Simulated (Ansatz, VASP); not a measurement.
## ZnGe2N2: VASP beside Ansatz

```
CELL_PARAMETERS angstrom
3.03729 0.00000 0.00000
-1.51864 2.63037 0.00000
0.00000 0.00000 9.68793
ATOMIC_POSITIONS crystal
Zn 0.00000 0.00000 0.00000
Ge 0.33333 0.66667 0.24493
Ge 0.66667 0.33333 0.75507
N 0.33333 0.66667 0.68144
N 0.66667 0.33333 0.31856
```

Change from the starting cell: species swapped into the MgAl2Si2 type (P-3m1, No. 164).

Alike in both runs: functional PBE; k mesh 12 × 12 × 4; occupations gaussian, width 0.1 eV; no spin polarisation.

Ansatz relaxed the structure, and its values are those at the end. VASP's run is a single point on that final structure, the one shown.

|  | VASP | Ansatz |
| --- | --- | --- |
| version | VASP 6.6.1 | Ansatz 0.2.0 |
| potentials or method | VASP PAW PBE potentials, release 64 (Zn, Ge_d, N), cutoff 520 eV | scalar-relativistic, plane waves, PAW |
| valence electrons in the cell | 50 | 50 |

|  | VASP | Ansatz | Ansatz less VASP |
| --- | --- | --- | --- |
| gap on the k mesh at the Fermi level (eV) | none | none | - |
| pressure (GPa) | -0.1 | 0.0 | +0.13 |
| rms of the force components (eV/Å) | 0.014 | 0.000 | -0.0138 |

A gap of «none» marks a metal or a gap that the smearing closes. With one functional, cell and mesh, what is left measures potentials, basis and numerics.
